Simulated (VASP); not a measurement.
Runs of VASP 6.6.1 on YN. The structure is that of space group Fm-3m (No. 225), or close to it. The cells are those of the table. 

```csv
task,cell,cutoff (eV),gap on the mesh (eV),pressure (GPa)
single point,"a = 3.489, b = 3.489, c = 3.456 Å, angles 60.3, 60.3, 59.4°, 2 atoms",600,0.18,-1.3
single point,"a = 3.492, b = 3.492, c = 3.463 Å, angles 60.3, 60.3, 59.4°, 2 atoms",600,0.19,-1.9
single point,"a = 3.490, b = 3.490, c = 3.459 Å, angles 60.3, 60.3, 59.4°, 2 atoms",600,0.18,(a)
relaxation of the atoms,"atoms relaxed from a = 3.490, b = 3.490, c = 3.459 Å, angles 60.3, 60.3, 59.4°, 2 atoms",520,0.18,-1.4
relaxation of the atoms,"atoms relaxed from a = 3.489, b = 3.489, c = 3.456 Å, angles 60.3, 60.3, 59.4°, 2 atoms",520,0.18,-1.2
```

Alike in all rows: level PBE; potentials or basis VASP PAW PBE potentials, release 64 (Y_sv, N); no spin polarisation; k mesh 10 × 10 × 10; smearing gaussian 0.01 eV.

**Question.** Estimate the missing entries.

**Answer.** (a) -1.5.

Caveats: the relaxation stopped at its first step, so nothing moved (at least some runs).

A k mesh can miss the band edges, and the runs leave out spin-orbit coupling on Y.
